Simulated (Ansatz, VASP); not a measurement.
Two plane-wave programs on Al4Ir

Contents of INCAR:

```
SYSTEM = Al4Ir
  PREC = Accurate
  ENCUT = 520
  EDIFF = 1E-6
  ISMEAR = 0
  SIGMA = 0.1
  LREAL = .False.
  LASPH = .True.
  NELM = 60
  ALGO = Fast
  ISIF = 2
  LWAVE = .False.
  LCHARG = .False.
  GGA = PE
  NBANDS = 18
```

The input KPOINTS:

```
Automatic mesh
0
Gamma
  6 6 4
  0 0 0
```

Contents of POSCAR:

```
Al4Ir
1.0
    3.3763717900      0.0000000000      0.0000000000
    0.0000000000      3.3763717900      0.0000000000
    0.0000000000      0.0000000000      6.7038003700
Al Ir
4 1
Direct
    0.0000000000      0.0000000000      0.2622640100
    0.0000000000      0.0000000000      0.7377359900
    0.5000000000      0.5000000000      0.2301186400
    0.5000000000      0.5000000000      0.7698813600
    0.5000000000      0.5000000000      0.0000000000
```

Input for Ansatz:

```yaml
crystal:
  lattice:
    - [3.37637179, 0.0, 0.0]
    - [0.0, 3.37637179, 0.0]
    - [0.0, 0.0, 6.70380037]
  atoms:
    - { symbol: Al, position: [0.0, 0.0, 0.26226401] }
    - { symbol: Al, position: [0.0, 0.0, 0.73773599] }
    - { symbol: Al, position: [0.5, 0.5, 0.23011864] }
    - { symbol: Al, position: [0.5, 0.5, 0.76988136] }
    - { symbol: Ir, position: [0.5, 0.5, 0.0] }
basis:
  ecutwfc: 420
kpoints:
  mp_grid: { grid: [6, 6, 4] }
hamiltonian:
  xc: pbe
scf:
  occupations: { method: gaussian, width: 0.1 }
  lower_state_search: "off"
output:
  forces: true
  stress: true
  eigenvalues: true
```

Alike in both runs: task single point; functional PBE; k mesh 6 × 6 × 4; occupations gaussian, width 0.1 eV; no spin polarisation.

```csv
,VASP,Ansatz
version,VASP 6.6.1,Ansatz 0.2.0
potentials or method,"VASP PAW PBE potentials, release 64 (Al, Ir), cutoff 520 eV","scalar-relativistic, plane waves, PAW"
valence electrons in the cell,21,29
```

|  | VASP | Ansatz | Ansatz less VASP |
| --- | --- | --- | --- |
| gap on the k mesh at the Fermi level (eV) | none | none | - |
| rms of the force components (eV/Å) | 14.128 | 19.799 | +5.6712 |

Atom by atom the forces differ by 5.672 eV/Å (rms over components). A gap of «none» marks a metal or a gap that the smearing closes. With one functional, cell and mesh, what is left measures potentials, basis and numerics. VASP's potentials hold 21 valence electrons a cell and Ansatz's 29, so a difference there can come from the potentials and not from the codes.

Neither program's run includes spin-orbit coupling.
